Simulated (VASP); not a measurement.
Write the native input for VASP 6.6.1 that does the following.

| Item | Value |
| --- | --- |
| Task | single point |
| Functional | LDA |
| Potentials or basis | VASP PAW LDA potentials, release 64 (Li_sv, Hf_pv, N) |
| Cutoff | 520 eV |
| k mesh | 9 × 9 × 6 |
| Occupations | gaussian, width 0.05 eV |
| Spin | no spin polarisation |
| Dipole correction | no |
| Further INCAR settings | ALGO = Normal; EDIFF = 1e-06; NBANDS = 21 |

The structure of Li2HfN2 lies in POSCAR:

```
Li2HfN2
1.0
    3.2371209533      0.0000000000      0.0000000000
   -1.6185604767      2.8034289807      0.0000000000
    0.0000000000      0.0000000000      5.4235951800
Li Hf N
2 1 2
Direct
    0.6666666667      0.3333333333      0.3827885700
    0.3333333333      0.6666666667      0.6172114300
   -0.1853498861      0.0000000000     -0.0553138629
    0.6666666667      0.3333333333      0.7793848600
    0.3333333333      0.6666666667      0.2206151400
```

This cell differs from its parent crystal: atom 3 (Hf) moved by (-0.600, -0.300) A along x and z.

The input as run:

INCAR

```
PREC     = Accurate       # precision mode
ENCUT    = 520            # plane-wave cutoff, eV
EDIFF    = 1E-6           # SCF threshold, eV
ISMEAR   = 0              # smearing method
SIGMA    = 0.05           # smearing width, eV
LREAL    = False          # projectors in reciprocal space
LASPH    = True           # aspherical terms in the spheres
NELM     = 100            # most SCF steps
ALGO     = Normal         # electronic algorithm
ISIF     = 2              # what is computed and relaxed
LWAVE    = False          # write WAVECAR
LCHARG   = False          # write CHGCAR
GGA      = CA             # functional
NBANDS   = 21             # bands
```

KPOINTS

```
regular mesh
0
Gamma
  9 9 6
```

Potentials or basis: VASP PAW LDA potentials, release 64 (Li_sv, Hf_pv, N).

Run with:

```console
$ cat potpaw_LDA.64/Li_sv/POTCAR potpaw_LDA.64/Hf_pv/POTCAR potpaw_LDA.64/N/POTCAR > POTCAR
$ mpirun -np 1 vasp_std > vasp.out
```

It gave:

The largest force is 20.155 eV/Å and the band gap on the k mesh is 1.24 eV, indirect (least direct gap 1.76 eV).

Caveat: the cell differs from its parent crystal (atom 3 (Hf) moved by (-0.600, -0.300) A along x and z); spin-orbit coupling is left out, which moves the levels of the heavy elements; forces of over 1 eV/Å act on the atoms, so gaps and moduli don't describe the material at rest.

Run time: 66 s on 1 thread of Intel(R) Xeon(R) 6975P-C (Granite Rapids) (shared host), peak memory 0.33 GiB.
